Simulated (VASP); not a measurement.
LiF: single point with PBE

Crystal: LiF.

```
CELL_PARAMETERS angstrom
0.00000 2.03352 2.03352
2.03352 0.00000 2.03352
2.03352 2.03352 0.00000
ATOMIC_POSITIONS crystal
Li 0.50000 0.50000 0.50000
F 0.00000 0.00000 0.00000
```

```
Program             : VASP 6.6.1
Task                : single point
Functional          : PBE
Potentials or basis : VASP PAW PBE potentials, release 64 (Li_sv, F)
Cutoff              : 520 eV
k mesh              : 10 × 10 × 10
Occupations         : gaussian, width 0.02 eV
Spin                : no spin polarisation
```

```yaml
Band_gap_on_the_k_mesh: 8.83 eV, direct
```

Levels at points of the mesh, in eV from the valence-band top:
```csv
k point,band 3,band 4,band 5,band 6,band 7,band 8
"(0.00, 0.00, 0.00)",0.00,0.00,0.00,8.83,23.59,23.59
"(0.50, 0.00, 0.00)",-2.43,-0.22,-0.22,10.62,16.40,18.66
"(0.50, 0.50, 0.00)",-2.88,-0.96,-0.96,14.54,16.33,17.10
```

It took 3.4 s on 1 thread of Intel(R) Xeon(R) 6975P-C (Granite Rapids), on a shared host, peak memory 0.13 GiB.

 A k mesh can miss the band edges.
